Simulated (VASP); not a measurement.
Wanted: the native input for a VASP 6.6.1 run.

| Item | Value |
| --- | --- |
| Task | single point |
| Functional | B3LYP |
| Potentials or basis | VASP PAW PBE potentials, release 64 (In_d, Pd) |
| Cutoff | 520 eV |
| k mesh | 4 × 4 × 4 |
| Occupations | fermi-dirac, width 0.05 eV |
| Spin | no spin polarisation |
| Dipole correction | no |
| Grid for exact exchange (PRECFOCK) | Normal |
| Further INCAR settings | ALGO = Normal; EDIFF = 1e-06; NBANDS = 18 |
| Share of exact exchange | 0.2 |

Crystal: InPd.

```
In Pd
1.0
     3.27188    0.00000    0.00000
     0.00000    3.27188    0.00000
     0.00000    0.00000    3.27188
In Pd
1 1
Direct
  0.00000 0.00000 0.00000
  0.50000 0.50000 0.50000
```

One way to write it, as run:

POSCAR

```
InPd
1.0
    3.2718847800      0.0000000000      0.0000000000
    0.0000000000      3.2718847800      0.0000000000
    0.0000000000      0.0000000000      3.2718847800
In Pd
1 1
Direct
    0.0000000000      0.0000000000      0.0000000000
    0.5000000000      0.5000000000      0.5000000000
```

INCAR.step1

```
ALGO = Normal
EDIFF = 1E-5
ENCUT = 520
GGA = PE
ISIF = 2
ISMEAR = -1
LASPH = True
LCHARG = False
LREAL = False
LWAVE = True
NBANDS = 18
NELM = 60
PREC = Accurate
SIGMA = 0.05
```

INCAR.step2

```
AEXX = 0.2
AGGAC = 0.81
AGGAX = 0.72
ALDAC = 0.19
ALGO = Normal
EDIFF = 1E-6
ENCUT = 520
GGA = B3
ISIF = 2
ISMEAR = -1
ISTART = 1
LASPH = True
LCHARG = False
LHFCALC = True
LREAL = False
LWAVE = False
NBANDS = 18
NELM = 60
PREC = Accurate
PRECFOCK = Normal
SIGMA = 0.05
```

KPOINTS

```
k-points
0
Gamma
  4 4 4
```

Potentials or basis: VASP PAW PBE potentials, release 64 (In_d, Pd).

The run is started by

```bash
$ cat potpaw_PBE.64/In_d/POTCAR potpaw_PBE.64/Pd/POTCAR > POTCAR
$ cp INCAR.step1 INCAR
$ mpirun -np 1 vasp_std > vasp.out
$ cp INCAR.step2 INCAR
$ mpirun -np 1 vasp_std > vasp.out
```

It gave:

```yaml
Pressure: 7.1 GPa
Band_gap_on_the_k_mesh: zero (an odd number of electrons rules out a gap without spin polarisation)
```

Caveat: the k points lie up to 0.48 Å⁻¹ apart, too coarse for converged energies and pressures of a metal; the PAW data sets were made with another functional, which shifts forces and pressure a little; spin-orbit coupling is left out, which moves the levels of the heavy elements.

Wall time 53 min on 1 thread of Intel(R) Xeon(R) Platinum 8259CL CPU @ 2.50GHz (Skylake/Cascade Lake), on a shared host, peak memory 0.16 GiB.
